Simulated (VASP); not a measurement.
Ta, 1 atom in the cell. It takes space group Im-3m (No. 229, cubic). The conventional cell has a = 3.430 Å, b = 3.430 Å, c = 3.430 Å, α = 90.00°, β = 90.00°, γ = 90.00°. Within 3.9 Å of Ta (site symmetry m-3m) lie 14 Ta at 2.97 to 3.43 Å. 

```yaml
Program: VASP 6.6.1
Task: single point
Functional: PBE
Potentials_or_basis: VASP PAW PBE potentials, release 64 (Ta_pv)
Cutoff: 520 eV
k_mesh: 14 × 14 × 14
Occupations: fermi-dirac, width 0.1 eV
Spin: no spin polarisation
Dipole_correction: no
Further_INCAR_settings: ALGO = Normal; EDIFF = 1e-07; NBANDS = 12
```

Potentials or basis: VASP PAW PBE potentials, release 64 (Ta_pv).

Command:

```bash
$ cat potpaw_PBE.64/Ta_pv/POTCAR > POTCAR
$ mpirun -np 1 vasp_std > vasp.out
```

Hardware: 1 thread of Intel(R) Xeon(R) Platinum 8488C (Sapphire Rapids) (shared host).

**Question.** How long does it take, and how much memory?

**Answer.** Run time: 15 s on 1 thread of Intel(R) Xeon(R) Platinum 8488C (Sapphire Rapids), with other jobs on the host, peak memory 0.15 GiB. Counts: scf iterations 13, k points 104.
